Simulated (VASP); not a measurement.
# BaTiO3 (P1) in VASP: single point with PBE

Aim: the single point of BaTiO3 with PBE.

Program: VASP 6.6.1. These are calculated values, not measurements. Logs are shortened: lines on timing, memory, paths and dates and some standing lists are left out, and cuts for length are marked.

**1. The cell of the first run**

The typed cell holds 5 atoms: a = 3.737 Å, b = 4.518 Å, c = 3.785 Å, α = 93.30°, β = 81.93°, γ = 96.40°.

**2. Single point, PBE**

INCAR

```
SYSTEM = BaTiO3
PREC = Accurate
ENCUT = 520
EDIFF = 1E-6
ISMEAR = -1
SIGMA = 0.05
LREAL = .FALSE.
LASPH = .TRUE.
NELM = 80
ALGO = Normal
ISIF = 2
LWAVE = .FALSE.
LCHARG = .FALSE.
GGA = PE
NBANDS = 28
```

KPOINTS

```
regular mesh
0
G
  6 5 6
  0 0 0
```

POSCAR

```
BaTiO3
1.0
    3.7204594810     -0.3473474902      0.0223674800
   -0.2189638446      3.2697848034      3.1100811900
    0.2613528966     -2.7473786292      2.5899183700
Ba Ti O
1 1 3
Direct
    0.0036372600      0.9972694200      0.9985015400
    0.5002452300      0.5116078500      0.5101821300
    0.9983542100      0.4928168200      0.4950359800
    0.4999067000      0.5015397800      0.9945381500
    0.4978566000      0.9929861300      0.4979621900
```

Potentials or basis: VASP PAW PBE potentials, release 64 (Ba_sv, Ti_sv, O).

Command:

```console
$ cat potpaw_PBE.64/Ba_sv/POTCAR potpaw_PBE.64/Ti_sv/POTCAR potpaw_PBE.64/O/POTCAR > POTCAR
$ mpirun -np 1 vasp_std > vasp.out
```

OUTCAR:

```text
SYSTEM = BaTiO3
   PREC = Accurate
   ENCUT = 520
   EDIFF = 1E-6
   ISMEAR = -1
   LREAL = .FALSE.
   LASPH = .TRUE.
   NELM = 80
   ISIF = 2
   GGA = PE

 ion  position               nearest neighbor table
   1  0.004  0.997  0.999-   5 2.45   5 2.48   4 2.76   4 2.77   5 2.82   3 2.84   5 2.86   3 2.89
                             3 3.03   3 3.03   4 3.06   4 3.11   2 3.26   2 3.29   2 3.34   2 3.37
   2  0.500  0.512  0.510-   4 1.84   3 1.87   3 1.88   4 1.95   5 2.18   5 2.34   1 3.26   1 3.29
                             1 3.34   1 3.37   1 3.48   1 3.48   1 3.80
   3  0.998  0.493  0.495-   2 1.87   2 1.88   1 2.84   1 2.89   1 3.03   1 3.03
   4  0.500  0.502  0.995-   2 1.84   2 1.95   1 2.76   1 2.77   1 3.06   1 3.11
   5  0.498  0.993  0.498-   2 2.18   2 2.34   1 2.45   1 2.48   1 2.82   1 2.86

  LATTYP: Found a triclinic cell.
 ALAT       =     6.0586738900
 B/A-ratio  =     0.7457026019
 C/A-ratio  =     1.3133972941
 COS(alpha) =     0.0025195522
 COS(beta)  =     0.5549320968
 COS(gamma) =     0.7817129375

  Lattice vectors:

 A1 = (  -0.4803167412,   6.0171634326,   0.5201628200)
 A2 = (  -0.2189638446,   3.2697848034,   3.1100811900)
 A3 = (   3.1977536878,   5.1474097682,  -5.1574692600)

Analysis of symmetry for initial positions (statically):
=====================================================================
 Subroutine PRICEL returns:
 Original cell was already a primitive cell.

 Routine SETGRP: Setting up the symmetry group for a
 triclinic supercell.

 Subroutine GETGRP returns: Found  1 space group operations
 (whereof  1 operations were pure point group operations)
 out of a pool of  2 trial point group operations.

The static configuration has the point symmetry C_1 .

Analysis of symmetry for dynamics (positions and initial velocities):
=====================================================================
 Subroutine PRICEL returns:
 Original cell was already a primitive cell.

 Routine SETGRP: Setting up the symmetry group for a
 triclinic supercell.

 Subroutine GETGRP returns: Found  1 space group operations
 (whereof  1 operations were pure point group operations)
 out of a pool of  2 trial point group operations.

The dynamic configuration has the point symmetry C_1 .

 Subroutine INISYM returns: Found  1 space group operations
[... 100 lines left out ...]
   LASPH  =      T    aspherical Exc in radial PAW
   ENCUT  =  520.0 eV  38.22 Ry    6.18 a.u.   6.95  8.40  7.04*2*pi/ulx,y,z
   NELM   =     80;   NELMIN=  2; NELMDL= -5     # of ELM steps
   EDIFF  = 0.1E-05   stopping-criterion for ELM
   LREAL  =      F    real-space projection
   EDIFFG = 0.1E-04   stopping-criterion for IOM
   NSW    =      0    number of steps for IOM
   IBRION =     -1    ionic relax: 0-MD 1-quasi-New 2-CG
   NFREE  =      0    steps in history (QN), initial steepest desc. (CG)
   ISIF   =      2    stress and relaxation
   ISYM   =      2    0-nonsym 1-usesym 2-fastsym
   POTIM  = 0.5000    time-step for ionic-motion
   TEBEG  =    0.0;   TEEND  =   0.0 temperature during run
   PSTRESS=    0.0 pullay stress
   NELECT =      40.0000    total number of electrons
   NUPDOWN=      -1.0000    fix difference up-down
   EMIN   =  10.00;   EMAX   =-10.00  energy-range for DOS
   EFERMI =   0.00;   METHOD = LEGACY
   ISMEAR =    -1;   SIGMA  =   0.05  broadening in eV -4-tet -1-fermi 0-gaus
   EFERMI_NEDOS =   21; number of points for ismear=-14 and -15
   IALGO  =     38    algorithm
   IMIX   =      4    mixing-type and parameters
     AMIX     =   0.40;   BMIX     =  1.00
     AMIX_MAG =   1.60;   BMIX_MAG =  1.00
  volume/ion in A,a.u.               =      12.56        84.77
  Fermi-wavevector in a.u.,A,eV,Ry     =   1.408474  2.661629 26.991210  1.983798
  Thomas-Fermi vector in A             =   2.530628
   LORBIT       =      0    0 simple, 1 ext, 2 COOP (PROOUT), +10 PAW based schemes
   GGA     = PE    functional components
   LHFCALC =     F    Hartree Fock is set to
   AEXX    =    0.0000 exact exchange contribution
   IVDW    =     0    specifies the selected vdW correction
   LEPSILON=     F    determine dielectric tensor
   LRPA    =     F    only Hartree local field effects (RPA)
 non-spin polarized calculation
  energy-cutoff  :      520.00
  volume of cell :       62.81
 maximum number of plane-waves:      1706
   NGX = 13   NGY = 17   NGZ = 15

 number of electron      39.9999996 magnetization

 Free energy of the ion-electron system (eV)
  ---------------------------------------------------
  ext. energy  EPLUGINS =         0.00000000
  ---------------------------------------------------
  free energy    TOTEN  =       -38.16933509 eV

  energy without entropy =      -38.16932391  energy(sigma->0) =      -38.16932950

 E-fermi :   5.2068     XC(G=0): -11.3275

 val. band max:        4.7878077851   @ k =   0.5000   0.4000   0.5000
 cond. band min:       5.5491463085   @ k =   0.0000   0.0000   0.0000
 fundamental gap:      0.7613385233
 Fermi energy:         5.2067986495

 k-point     1 :       0.0000    0.0000    0.0000
  band No.  band energies     occupation
      1     -52.4331      2.00000
      2     -28.7459      2.00000
      3     -28.7148      2.00000
      4     -28.6447      2.00000
      5     -20.7780      2.00000
      6     -13.3683      2.00000
[... 733 lines left out ...]
     27      11.3058      0.00000
     28      12.3371      0.00000

 [... further k-points ...]

------------------------ aborting loop because EDIFF is reached ----------------------------------------

  FORCE on cell =-STRESS in cart. coord.  units (eV):
  Direction    XX          YY          ZZ          XY          YZ          ZX
  --------------------------------------------------------------------------------------
  -------------------------------------------------------------------------------------
  Total       12.8143979      2.7472510      6.9042146      8.7326416     -6.8158487     -2.7234220
  in kB      326.8665481     70.0762106    176.1110298    222.7501005   -173.8570130    -69.4683877
  external PRESSURE =     191.0179295 kB  Pullay stress =       0.0000000 kB

 VOLUME and BASIS-vectors are now :
 -----------------------------------------------------------------------------
  energy-cutoff  :      520.00
  volume of cell :       62.81
      direct lattice vectors                 reciprocal lattice vectors
     3.720459481 -0.347347490  0.022367480     0.270859314  0.021969383 -0.004027792
    -0.218963845  3.269784803  3.110081190     0.013343916  0.153313637  0.161288148
     0.261352897 -2.747378629  2.589918370    -0.018363166 -0.184295097  0.192465856

 POSITION                                       TOTAL-FORCE (eV/Angst)
 -----------------------------------------------------------------------------------
      0.05613      0.51633      5.68771        -0.074491      0.065284      0.347434
      1.88246      0.09743      2.92366        -0.140428      0.596162      0.236719
      3.73581     -0.09542      2.83713         0.112543      0.008204     -0.203369
      2.00999     -1.26609      4.14678        -0.085755     -0.156814      0.088989
      1.76497      1.70583      4.38908         0.188131     -0.512836     -0.469772
 -----------------------------------------------------------------------------------
    total drift:                                0.000302      0.000594     -0.000724

  FREE ENERGIE OF THE ION-ELECTRON SYSTEM (eV)
  ---------------------------------------------------
  free  energy   TOTEN  =       -38.1693350913 eV

  energy  without entropy=      -38.1693239065  energy(sigma->0) =      -38.16932950
```

stdout:

```text
POSCAR found type information on POSCAR BaTiO
 POSCAR found :  3 types and       5 ions
 scaLAPACK will be used
 LDA part: xc-table for (Slater+PW92), standard interpolation
 POSCAR, INCAR and KPOINTS ok, starting setup
 FFT: planning ... GRIDC
 FFT: planning ... GRID_SOFT
 FFT: planning ... GRID
 WAVECAR not read
 entering main loop
```

Wall time 3.2 min (1 thread of Intel Xeon 8259CL, shared host); peak memory 0.29 GiB.

Results:

| Quantity | Value |
| --- | --- |
| Free energy | -38.1693 eV |
| Pressure | 19.1 GPa |
| Largest force | 0.720 eV/Å |
| Band gap on the k mesh | 0.76 eV (least direct gap 0.90 eV) |

Forces on the atoms (eV/Å):
```
Ba  -0.074  0.065  0.347
Ti  -0.140  0.596  0.237
O    0.113  0.008 -0.203
O   -0.086 -0.157  0.089
O    0.188 -0.513 -0.470
```

Stress tensor (GPa, compression positive):
```
 32.69  22.28  -6.95
 22.28   7.01 -17.39
 -6.95 -17.39  17.61
```

Caveat: the cell stands under pressure; spin-orbit coupling is left out, which moves the levels of the heavy elements; an odd mesh through Γ misses points on the zone boundary, where band edges can lie.
